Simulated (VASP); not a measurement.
BaZrO3: single point with PBE

Crystal: BaZrO3.

```
CELL_PARAMETERS angstrom
4.19134 0.00000 0.00000
0.00000 4.19134 0.00000
0.00000 0.00000 4.19134
ATOMIC_POSITIONS crystal
Ba 0.00000 0.00000 0.00000
Zr 0.50000 0.50000 0.50000
O 0.50000 0.50000 0.00000
O 0.50000 0.00000 0.50000
O 0.00000 0.50000 0.50000
```

* Program: VASP 6.6.1
* Task: single point
* Functional: PBE
* Potentials or basis: VASP PAW PBE potentials, release 64 (Ba_sv, Zr_sv, O)
* Cutoff: 520 eV
* k mesh: 5 × 5 × 5
* Occupations: fermi-dirac, width 0.05 eV
* Spin: no spin polarisation
* Dipole correction: no
* Further INCAR settings: ALGO = Normal; EDIFF = 1e-06; NBANDS = 28

The pressure is 5.1 GPa and the band gap on the k mesh is 3.29 eV, indirect (least direct gap 3.41 eV).

Levels at points of the mesh, in eV from the valence-band top:
| k point | band 17 | band 18 | band 19 | band 20 | band 21 | band 22 | band 23 | band 24 |
| --- | --- | --- | --- | --- | --- | --- | --- | --- |
| (0.00, 0.00, 0.00) | -0.88 | -0.12 | -0.12 | -0.12 | 3.29 | 3.29 | 3.29 | 4.76 |

It took 8.2 s on 1 thread of Intel(R) Xeon(R) 6975P-C (Granite Rapids) (shared host), peak memory 0.18 GiB.

Caveat: spin-orbit coupling is left out, which moves the levels of the heavy elements. A k mesh can miss the band edges.
